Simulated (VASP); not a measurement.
Te: single point with revPBE

Crystal: Te.

```
Te
1.0
     0.00000    3.62711    3.62711
     3.62711    0.00000    3.62711
     3.62711    3.62711    0.00000
Te
2
Direct
  0.12500 0.12500 0.12500
  0.87500 0.87500 0.87500
```

This isn't the form of Te at room conditions, which is trigonal, of chains.

* Program: VASP 6.6.1
* Task: single point
* Functional: revPBE
* Potentials or basis: VASP PAW PBE potentials, release 64 (Te)
* Cutoff: 520 eV
* k mesh: 9 × 9 × 9
* Occupations: fermi-dirac, width 0.1 eV
* Spin: no spin polarisation
* Dipole correction: no
* Further INCAR settings: ALGO = Normal; EDIFF = 1e-06; NBANDS = 13

```
Pressure               : 0.0 GPa
Band gap on the k mesh : zero (bands 6 and 7 overlap by 0.87 eV)
```

Levels at points of the mesh, in eV from the Fermi level:
| k point | band 3 | band 4 | band 5 | band 6 | band 7 | band 8 | band 9 | band 10 |
| --- | --- | --- | --- | --- | --- | --- | --- | --- |
| (0.00, 0.00, 0.00) | -2.88 | -2.88 | -2.88 | -0.63 | -0.63 | -0.63 | 3.98 | 6.01 |

It took 64 s on 1 thread of Intel Xeon 8259CL, on a shared host, peak memory 0.25 GiB.

Caveat: the PAW data sets were made with another functional, which shifts forces and pressure a little; spin-orbit coupling is left out, which moves the levels of the heavy elements.
